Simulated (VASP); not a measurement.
Write the native input for VASP 6.6.1 that does the following.

```
Task                   : single point
Functional             : LDA
Potentials or basis    : VASP PAW LDA potentials, release 64 (Si)
Cutoff                 : 520 eV
k mesh                 : 8 × 8 × 8
Occupations            : gaussian, width 0.01 eV
Spin                   : no spin polarisation
Dipole correction      : no
Further INCAR settings : ALGO = Normal; EDIFF = 1e-07; NBANDS = 11
```

The structure of Si lies in POSCAR:

```
Si
1.0
    2.7279887200      2.7279887200      0.0000000000
   -2.7279887200      2.7279887200      0.0000000000
    0.0000000000      2.7279887200      2.6800756899
Si
2
Direct
    0.2500000000      0.7500000000      0.5000000000
    0.0000000000      0.0000000000      0.0000000000
```

This cell differs from its parent crystal: film at in-plane strain +0.01.

The input as run:

INCAR

```
PREC = Accurate
ENCUT = 520
EDIFF = 1E-7
ISMEAR = 0
SIGMA = 0.01
LREAL = F
LASPH = T
NELM = 80
ALGO = Normal
ISIF = 2
LWAVE = F
LCHARG = F
GGA = CA
NBANDS = 11
```

KPOINTS

```
regular mesh
0
Gamma
  8 8 8
```

Potentials or basis: VASP PAW LDA potentials, release 64 (Si).

Command:

```sh
$ cat potpaw_LDA.64/Si/POTCAR > POTCAR
$ mpirun -np 1 vasp_std > vasp.out
```

It gave:

The pressure is -1.1 GPa and the band gap on the k mesh is 0.32 eV, indirect (least direct gap 2.40 eV).

Caveat: the cell differs from its parent crystal (film at in-plane strain +0.01).

It took 19 s on 1 thread of Intel Xeon 6975P-C, with other jobs on the host, peak memory 0.14 GiB.
